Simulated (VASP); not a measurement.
# MoS2: single point with PBE

MoS2:

```xyz
6
Lattice="3.1610 0.0000 0.0000 -1.5805 2.7375 0.0000 0.0000 0.0000 12.4179" Properties=species:S:1:pos:R:3 pbc="T T T"
Mo    0.0000    1.8250    3.1045
Mo    1.5805    0.9125    9.3135
S     0.0000    1.8250    7.7923
S     1.5805    0.9125    1.5833
S     0.0000    1.8250   10.8347
S     1.5805    0.9125    4.6257
```

This cell differs from its parent crystal: zz strain of +1 %.

```
Program             : VASP 6.6.1
Task                : single point
Functional          : PBE
Potentials or basis : VASP PAW PBE potentials, release 64 (Mo_sv, S)
Cutoff              : 520 eV
k mesh              : 10 × 10 × 3
Occupations         : fermi-dirac, width 0.03 eV
Spin                : no spin polarisation
```

```json
{
 "Pressure": "6.9 GPa",
 "Largest force": "0.884 eV/Å",
 "Band gap on the k mesh": "1.00 eV (least direct gap 1.89 eV)"
}
```

Forces on the atoms (eV/Å):
```
Mo   0.000  0.000  0.000
Mo   0.000  0.000  0.000
S    0.000  0.000 -0.884
S    0.000  0.000 -0.884
S    0.000  0.000  0.884
S    0.000  0.000  0.884
```

Stress tensor (GPa, compression positive):
```
 5.37  0.00  0.00
 0.00  5.37  0.00
 0.00  0.00 10.02
```

Levels at points of the mesh, in eV from the valence-band top:
| k point | band 23 | band 24 | band 25 | band 26 | band 27 | band 28 | band 29 | band 30 |
| --- | --- | --- | --- | --- | --- | --- | --- | --- |
| (0.00, 0.00, 0.00) | -2.40 | -1.33 | -1.09 | 0.00 | 2.07 | 2.07 | 2.09 | 2.09 |
| (0.50, 0.00, 0.00) | -1.90 | -1.76 | -1.48 | -1.36 | 1.51 | 1.55 | 1.99 | 2.19 |

Run time: 100 s on 1 thread of Intel Xeon 8259CL (shared host), peak memory 0.26 GiB.

Caveat: the cell differs from its parent crystal (zz strain of +1 %); the cell stands under pressure; this functional lacks dispersion, which binds layers or chains, so the pressure and a relaxed spacing across them are unreliable. A k mesh can miss the band edges.
